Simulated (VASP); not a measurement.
# BN (t.b): relaxation of cell and atoms with PBE

BN (t.b):

```
B N
1.0
     0.00000    1.80500    1.80500
     1.80500    0.00000    1.80500
     1.80500    1.80500    0.00000
B N
1 1
Direct
  0.00000 0.00000 0.00000
  0.25000 0.25000 0.25000
```

```
Program                : VASP 6.6.1
Task                   : relaxation of cell and atoms
Functional             : PBE
Potentials or basis    : VASP PAW PBE potentials, release 64 (B, N)
Cutoff                 : 600 eV
k mesh                 : 12 × 12 × 12
Occupations            : gaussian, width 0.02 eV
Spin                   : no spin polarisation
Dipole correction      : no
Further INCAR settings : ALGO = Normal; EDIFF = 1e-07; IBRION = 2; EDIFFG = -0.002; NSW = 100; ISIF = 3
```

The relaxed volume is 5.95 Å³/atom. The relaxed cell is a = 2.563 Å, b = 2.563 Å, c = 2.563 Å, α = 60.00°, β = 60.00°, γ = 60.00°. The space group after relaxing (to 0.05 Å) is F-43m (No. 216) and the energy gained by relaxing is 1.0 meV/atom. The ionic steps are 3, the pressure after relaxing is 0.0 GPa and the band gap on the k mesh is 4.45 eV, indirect (least direct gap 8.78 eV).

Step by step:
| step | energy change (eV) | largest force (eV/Å) | pressure (GPa) | volume (Å³) |
| --- | --- | --- | --- | --- |
| 1 | 0.0000 | 0.0000 | 4.62 | 11.76 |
| 2 | 0.0001 | 0.0000 | -4.50 | 12.05 |
| 3 | -0.0020 | 0.0000 | 0.00 | 11.90 |

Final structure:
```
B N
1.0
     0.00000    1.81230    1.81230
     1.81230    0.00000    1.81230
     1.81230    1.81230    0.00000
B N
1 1
Cartesian
  0.0000 0.0000 0.0000
  0.9062 0.9062 0.9062
```

Levels at points of the mesh, in eV from the valence-band top:
```csv
k point,band 1,band 2,band 3,band 4,band 5,band 6,band 7,band 8
"(0.00, 0.00, 0.00)",-20.14,0.00,0.00,0.00,8.78,8.78,8.78,10.22
"(0.50, 0.00, 0.00)",-15.96,-10.62,-1.93,-1.93,10.04,10.66,10.66,15.18
"(0.50, 0.50, 0.00)",-14.61,-8.86,-4.87,-4.87,4.45,9.19,17.80,17.80
```

It took 17 s on 1 thread of AMD EPYC 9R45 (Zen 5), with other jobs on the host, peak memory 0.08 GiB.

A k mesh can miss the band edges.
